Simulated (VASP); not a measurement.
MgS: single point with PBE

The system is MgS.

```xyz
2
Lattice="0.0000 2.4716 2.7317 2.4716 0.0000 2.7317 2.4716 2.4716 0.0000" Properties=species:S:1:pos:R:3 pbc="T T T"
Mg    0.0000    0.0000    0.0000
S     2.4716    2.4716    2.7317
```

This cell differs from its parent crystal: strain -0.050 along x and y, +0.050 along z.

* Program: VASP 6.6.1
* Task: single point
* Functional: PBE
* Potentials or basis: VASP PAW PBE potentials, release 64 (Mg, S)
* Cutoff: 520 eV
* k mesh: 8 × 8 × 8
* Occupations: gaussian, width 0.05 eV
* Spin: no spin polarisation

| Property | Result |
| --- | --- |
| Pressure | 7.4 GPa |
| Band gap on the k mesh | 2.59 eV, indirect (least direct gap 3.93 eV) |

Stress tensor (GPa, compression positive):
```
11.57  0.00  0.00
 0.00 11.57  0.00
 0.00  0.00 -1.08
```

Levels at points of the mesh, in eV from the valence-band top:
| k point | band 2 | band 3 | band 4 | band 5 | band 6 | band 7 |
| --- | --- | --- | --- | --- | --- | --- |
| (0.00, 0.00, 0.00) | -0.32 | -0.32 | 0.00 | 3.93 | 7.07 | 8.15 |
| (0.50, 0.00, 0.00) | -5.33 | -1.04 | -0.69 | 4.27 | 6.52 | 7.37 |
| (0.50, 0.50, 0.00) | -4.74 | -1.67 | -1.67 | 3.22 | 4.27 | 11.63 |
| (0.50, 0.00, 0.50) | -4.63 | -2.58 | -1.70 | 2.59 | 3.97 | 12.18 |

Run time: 16 s on 1 thread of Intel Xeon 6975P-C, on a shared host, peak memory 0.17 GiB.

Caveat: the cell differs from its parent crystal (strain -0.050 along x and y, +0.050 along z). A k mesh can miss the band edges.
